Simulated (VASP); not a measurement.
Input of a VASP 6.6.1 run:

Contents of INCAR:

```
SYSTEM = KF
ALGO = Normal
EDIFF = 1E-6
ENCUT = 520
GGA = PE
ISIF = 2
ISMEAR = 0
LASPH = .True.
LCHARG = .False.
LREAL = .False.
LWAVE = .False.
NBANDS = 15
NELM = 80
PREC = Accurate
SIGMA = 0.05
```

KPOINTS

```
k-points
0
Gamma
  8 8 8
  0 0 0
```

POSCAR

```
KF
1.0
    0.1170960558      2.7703299492      2.7703299492
    2.7703299492      0.1170960558      2.7703299492
    2.7703299492      2.7703299492      0.1170960558
K F
1 1
Direct
    0.0000000000      0.0000000000      0.0000000000
    0.5000000000      0.5000000000      0.5000000000
```

Potentials or basis: VASP PAW PBE potentials, release 64 (K_sv, F).

The run is started by

```sh
$ cat potpaw_PBE.64/K_sv/POTCAR potpaw_PBE.64/F/POTCAR > POTCAR
$ mpirun -np 1 vasp_std > vasp.out
```

Estimate the pressure.

-0.1 GPa.

Predict the band gap on the k mesh.

5.90 eV.

Stress tensor (GPa, compression positive):
```
-0.06 -0.65 -0.65
-0.65 -0.06 -0.65
-0.65 -0.65 -0.06
```

A k mesh can miss the band edges. Expect the measured gap to be larger: semilocal functionals such as PBE lack the derivative discontinuity.
